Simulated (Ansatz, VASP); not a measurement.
One calculation of Sn3Te, two programs

```
Te Sn
1.0
    -2.33118    2.33118    5.58909
     2.33118   -2.33118    5.58909
     2.33118    2.33118   -5.58909
Te Sn
1 3
Direct
  0.00000 0.00000 0.00000
  0.50000 0.50000 0.00000
  0.25000 0.75000 0.50000
  0.75000 0.25000 0.50000
```

Alike in both runs: task single point; functional LDA; k mesh 8 × 8 × 8; occupations fermi-dirac, width 0.05 eV; no spin polarisation.

|  | VASP | Ansatz |
| --- | --- | --- |
| version | VASP 6.6.1 | Ansatz 0.2.0 |
| potentials or method | VASP PAW LDA potentials, release 64 (Te, Sn_d) | Ansatz PAW |
| plane-wave cutoff (eV) | 520 | 420 |
| valence electrons in the cell | 48 | 58 |

VASP gave:

```
gap on the k mesh at the Fermi level (eV)                     : none
pressure (GPa)                                                : -5.4
traceless stress, the component that is largest in VASP (GPa) : 0.40
```

Q: Which values does Ansatz return?

A: gap on the k mesh at the Fermi level (eV): none; pressure (GPa): -5.4; traceless stress, the component that is largest in VASP (GPa): 0.42.

LDA's correlation is that of Perdew and Zunger in VASP and of Perdew and Wang (1992) in Ansatz. A gap of «none» marks a metal or a gap that the smearing closes. VASP's potentials hold 48 valence electrons a cell and Ansatz's 58, so a difference there can come from the potentials and not from the codes.

Neither program's run includes spin-orbit coupling.
